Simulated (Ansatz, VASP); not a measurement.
# Two plane-wave programs on SnO2

```
Sn O
1.0
     4.72127    0.00000    0.00000
     0.00000    4.72425    0.00000
     0.00000    0.00000    2.99862
Sn O
2 4
Direct
  0.50000 0.50000 0.50000
  0.00000 0.00000 0.00000
  0.28509 0.32002 0.00000
  0.78509 0.17998 0.50000
  0.21491 0.82002 0.50000
  0.71491 0.67998 0.00000
```

Change from the starting cell: strain along c alone, the other axes held, atoms relaxed: -6.0 %.

Alike in both runs: functional LDA; k mesh 6 × 6 × 8; occupations gaussian, width 0.02 eV; no spin polarisation.

Ansatz relaxed the structure, and its values are those at the end. VASP's run is a single point on that final structure, the one shown.

|  | VASP | Ansatz |
| --- | --- | --- |
| version | VASP 6.6.1 | Ansatz 0.2.0 |
| potentials or method | VASP PAW LDA potentials, release 64 (Sn_d, O), cutoff 520 eV | scalar-relativistic, plane waves, PAW |
| valence electrons in the cell | 52 | 52 |

```tsv
	VASP	Ansatz	Ansatz less VASP
gap on the k mesh at the Fermi level (eV)	2.06	2.03	-0.031
least direct gap on the mesh (eV)	2.06	2.03	-0.031
pressure (GPa)	18.1	16.7	-1.38
rms of the force components (eV/Å)	0.022	0.001	-0.0207
```

LDA's correlation is that of Perdew and Zunger in VASP and of Perdew and Wang (1992) in Ansatz. Ansatz's warnings: stress scf threshold loose.
